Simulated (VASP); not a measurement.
Here is a VASP 6.6.1 calculation.

File INCAR:

```
SYSTEM = TiAl
PREC = Accurate ; ENCUT = 520
EDIFF = 1E-6 ; ISMEAR = 0
SIGMA = 0.15 ; LREAL = .FALSE.
LASPH = .TRUE. ; NELM = 60
ALGO = Normal ; ISIF = 2
LWAVE = .FALSE. ; LCHARG = .FALSE.
GGA = PS ; NBANDS = 14
```

File KPOINTS:

```
Automatic mesh
0
G
  18 18 10
  0 0 0
```

POSCAR

```
TiAl
1.0
    2.7812443657      0.0000000000      0.0000000000
   -1.3906221828      2.4086282748      0.0000000000
    0.0000000000      0.0000000000      4.7482542450
Ti Al
1 1
Direct
    0.0000000000      0.0000000000      0.0000000000
    0.3333333333      0.6666666667      0.5000000000
```

Potentials or basis: VASP PAW PBE potentials, release 64 (Ti_sv, Al).

Command:

```bash
$ cat potpaw_PBE.64/Ti_sv/POTCAR potpaw_PBE.64/Al/POTCAR > POTCAR
$ mpirun -np 1 vasp_std > vasp.out
```

(1) Estimate the pressure.

## Answers

(1) 1.9 GPa.

Caveat: the cell differs from its parent crystal (strain -0.030 along x and y, +0.015 along z); the PAW data sets were made with another functional, which shifts forces and pressure a little.
